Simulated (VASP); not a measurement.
Set up this calculation in VASP 6.6.1, as the native input.

```yaml
Task: single point
Functional: LDA
Potentials_or_basis: VASP PAW LDA potentials, release 64 (Rh_pv)
Cutoff: 520 eV
k_mesh: 15 × 15 × 1
Occupations: fermi-dirac, width 0.1 eV
Spin: no spin polarisation
Dipole_correction: yes
Further_INCAR_settings: ALGO = Normal; EDIFF = 1e-06; NBANDS = 38
```

The structure of Rh lies in POSCAR:

```
Rh
1.0
    2.6552788867      0.0000000000      0.0000000000
    0.0000000000      2.6552788867      0.0000000000
    0.0000000000      0.0000000000     21.6327000000
Rh
4
Direct
    0.2500000000      0.2500000000      0.3727750559
    0.7500000000      0.7500000000      0.4561121608
    0.2500000000      0.2500000000      0.5438878391
    0.7500000000      0.7500000000      0.6272249438
```

One way to write it, as run:

INCAR

```
ALGO = Normal ; DIPOL = 0.5 0.5 0.500
EDIFF = 1E-6 ; ENCUT = 520
GGA = CA ; IDIPOL = 3
ISIF = 2 ; ISMEAR = -1
LASPH = T ; LCHARG = F
LDIPOL = T ; LREAL = F
LWAVE = F ; NBANDS = 38
NELM = 80 ; PREC = Accurate
SIGMA = 0.1
```

KPOINTS

```
k-points
0
Gamma
  15 15 1
```

Potentials or basis: VASP PAW LDA potentials, release 64 (Rh_pv).

The run is started by

```bash
$ cat potpaw_LDA.64/Rh_pv/POTCAR > POTCAR
$ mpirun -np 1 vasp_std > vasp.out
```

It gave:

The largest force is 0.050 eV/Å and the band gap on the k mesh is zero (bands 30 and 31 overlap by 1.51 eV).

Run time: 2.1 min on 1 thread of Intel(R) Xeon(R) 6975P-C (Granite Rapids), with other jobs on the host, peak memory 0.28 GiB.
